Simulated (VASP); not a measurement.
## MnSb: relaxation of cell and atoms with revPBE

Crystal: MnSb.

```xyz
4
Lattice="4.1500 0.0000 0.0000 -2.0750 3.5940 0.0000 0.0000 0.0000 5.7800" Properties=species:S:1:pos:R:3 pbc="T T T"
Sb    2.0750    1.1980    4.3350
Sb    0.0000    2.3960    1.4450
Mn    0.0000    0.0000    2.8900
Mn    0.0000    0.0000    0.0000
```

| Item | Value |
| --- | --- |
| Program | VASP 6.6.1 |
| Task | relaxation of cell and atoms |
| Functional | revPBE |
| Potentials or basis | VASP PAW PBE potentials, release 64 (Sb, Mn_pv) |
| Cutoff | 600 eV |
| k mesh | 7 × 7 × 5 |
| Occupations | fermi-dirac, width 0.05 eV |
| Spin | collinear spin, ferromagnetic start |
| Starting moments | [0.0, 0.0, 4.0, 4.0] μB |
| Dipole correction | no |
| Further INCAR settings | ALGO = Normal; EDIFF = 1e-06; IBRION = 2; EDIFFG = -0.01; NSW = 60; ISIF = 3 |

```yaml
Relaxed_volume: 21.01 Å³/atom
Relaxed_cell: a = 4.139 Å, b = 4.139 Å, c = 5.664 Å, α = 90.00°, β = 90.00°, γ = 120.00°
Space_group_after_relaxing_to_0.1_Å: P6_3/mmc (No. 194)
Energy_gained_by_relaxing: 2.9 meV/atom
Ionic_steps: 5
Pressure_after_relaxing: 0.0 GPa
Net_moment: 6.61 μB per cell
Site_moments: Sb -0.13; Mn +3.36 μB
Valence_electrons_inside_the_program's_atomic_spheres: Sb 2.45; Mn 11.54
```

Step by step:
```
step  energy change (eV)  largest force (eV/Å)  pressure (GPa)  volume (Å³)
   1              0.0000                0.0000           -1.21        86.21
   2             -0.0102                0.0000           -0.05        84.19
   3             -0.0104                0.0000            0.11        83.92
   4             -0.0113                0.0000            0.07        83.98
   5             -0.0116                0.0000            0.02        84.04
```

Final structure:
```cif
data_structure
_symmetry_space_group_name_H-M 'P 1'
_symmetry_Int_Tables_number 1
_cell_length_a 4.1391
_cell_length_b 4.1391
_cell_length_c 5.6641
_cell_angle_alpha 90.000
_cell_angle_beta 90.000
_cell_angle_gamma 120.000
_cell_volume 84.04
loop_
_atom_site_label
_atom_site_type_symbol
_atom_site_fract_x
_atom_site_fract_y
_atom_site_fract_z
_atom_site_occupancy
Sb1 Sb 0.66667 0.33333 0.75000 1
Sb2 Sb 0.33333 0.66667 0.25000 1
Mn1 Mn 0.00000 0.00000 0.50000 1
Mn2 Mn 0.00000 0.00000 0.00000 1
```

Levels at points of the mesh, in eV from the Fermi level:
Spin up:
| k point | band 17 | band 18 | band 19 | band 20 | band 21 | band 22 | band 23 | band 24 | band 25 | band 26 |
| --- | --- | --- | --- | --- | --- | --- | --- | --- | --- | --- |
| (0.00, 0.00, 0.00) | -1.86 | -1.86 | -0.41 | 0.43 | 0.43 | 2.26 | 2.26 | 2.78 | 2.93 | 4.47 |
Spin down:
| k point | band 13 | band 14 | band 15 | band 16 | band 17 | band 18 |
| --- | --- | --- | --- | --- | --- | --- |
| (0.00, 0.00, 0.00) | -0.05 | -0.05 | 0.29 | 0.29 | 0.49 | 0.49 |

It took 3.8 min on 1 thread of Intel(R) Xeon(R) 6975P-C (Granite Rapids) (shared host), peak memory 0.35 GiB.

Caveat: the PAW data sets were made with another functional, which shifts forces and pressure a little; spin-orbit coupling is left out, which moves the levels of the heavy elements; the run started ferromagnetic, and an antiferromagnetic order may lie lower in energy.
